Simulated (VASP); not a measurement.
A run of VASP 6.6.1 is set up as follows.

The input POSCAR:

```
NaI
1.0
    0.0000000000      3.5431916338      3.5431916338
    3.5963395083      0.0000000000      3.5431916338
    3.5963395083      3.5431916338      0.0000000000
Na I
1 1
Direct
    0.0000000000      0.0000000000      0.0000000000
    0.2500000000      0.2500000000      0.2500000000
```

INCAR.step1

```
SYSTEM = NaI
PREC     = Accurate       ! precision mode
ENCUT    = 520            ! plane-wave cutoff, eV
EDIFF    = 1E-5           ! SCF threshold, eV
ISMEAR   = 0              ! smearing method
SIGMA    = 0.01           ! smearing width, eV
LREAL    = .FALSE.        ! projectors in reciprocal space
LASPH    = .TRUE.         ! aspherical terms in the spheres
NELM     = 80             ! most SCF steps
ALGO     = Normal         ! electronic algorithm
ISIF     = 2              ! what is computed and relaxed
LWAVE    = .TRUE.         ! write WAVECAR
LCHARG   = .FALSE.        ! write CHGCAR
NBANDS   = 14             ! bands
GGA      = PE             ! functional
```

The input INCAR.step2:

```
SYSTEM = NaI
PREC     = Accurate       ! precision mode
ENCUT    = 520            ! plane-wave cutoff, eV
EDIFF    = 1E-7           ! SCF threshold, eV
ISMEAR   = 0              ! smearing method
SIGMA    = 0.01           ! smearing width, eV
LREAL    = .FALSE.        ! projectors in reciprocal space
LASPH    = .TRUE.         ! aspherical terms in the spheres
NELM     = 80             ! most SCF steps
ALGO     = Normal         ! electronic algorithm
ISIF     = 2              ! what is computed and relaxed
LWAVE    = .FALSE.        ! write WAVECAR
LCHARG   = .FALSE.        ! write CHGCAR
GGA      = PE             ! functional
LHFCALC  = .TRUE.         ! exact exchange
HFSCREEN = 0.2079         ! screening, 1/A
PRECFOCK = Normal       
NBANDS   = 14             ! bands
ISTART   = 1
```

File KPOINTS:

```
regular mesh
0
G
  4 4 4
  0 0 0
```

Potentials or basis: VASP PAW PBE potentials, release 64 (Na_pv, I).

Launch:

```sh
$ cat potpaw_PBE.64/Na_pv/POTCAR potpaw_PBE.64/I/POTCAR > POTCAR
$ cp INCAR.step1 INCAR
$ mpirun -np 1 vasp_std > vasp.out
$ cp INCAR.step2 INCAR
$ mpirun -np 1 vasp_std > vasp.out
```

(1) Predict the band gap on the k mesh.

(2) Estimate the pressure.

Results:

(1) 4.77 eV.

(2) 0.0 GPa.

Caveat: the cell differs from its parent crystal (uniaxial x strain +1.5%); the PAW data sets were made with another functional, which shifts forces and pressure a little; spin-orbit coupling is left out, which moves the levels of the heavy elements.
